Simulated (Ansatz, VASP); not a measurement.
Two plane-wave programs on ZnO

```
CELL_PARAMETERS angstrom
3.08693 0.00000 0.00000
-1.54346 2.67336 0.00000
0.00000 0.00000 5.33390
ATOMIC_POSITIONS crystal
Zn 0.33333 0.66667 0.00000
Zn 0.66667 0.33333 0.50000
O 0.33333 0.66667 0.38210
O 0.66667 0.33333 0.88210
```

Change from the starting cell: strain -0.050 along x and y, +0.025 along z, atoms carried along.

Alike in both runs: task single point; functional PBEsol; k mesh 9 × 9 × 6; occupations gaussian, width 0.05 eV; no spin polarisation.

|  | VASP | Ansatz |
| --- | --- | --- |
| version | VASP 6.6.1 | Ansatz 0.2.0 |
| potentials or method | VASP PAW PBE potentials, release 64 (Zn, O_h), cutoff 910 eV | scalar-relativistic, plane waves, PAW |
| valence electrons in the cell | 36 | 36 |

|  | VASP | Ansatz | Ansatz less VASP |
| --- | --- | --- | --- |
| gap on the k mesh at the Fermi level (eV) | 0.64 | 0.65 | +0.009 |
| least direct gap on the mesh (eV) | 0.64 | 0.65 | +0.009 |
| rms of the force components (eV/Å) | 0.485 | 0.460 | -0.0246 |

VASP's potentials were made for PBE, not for PBEsol. Atom by atom the forces differ by 0.025 eV/Å (rms over components).

Noted on VASP's run: the cutoff is short for stress, so the pressure is rough.
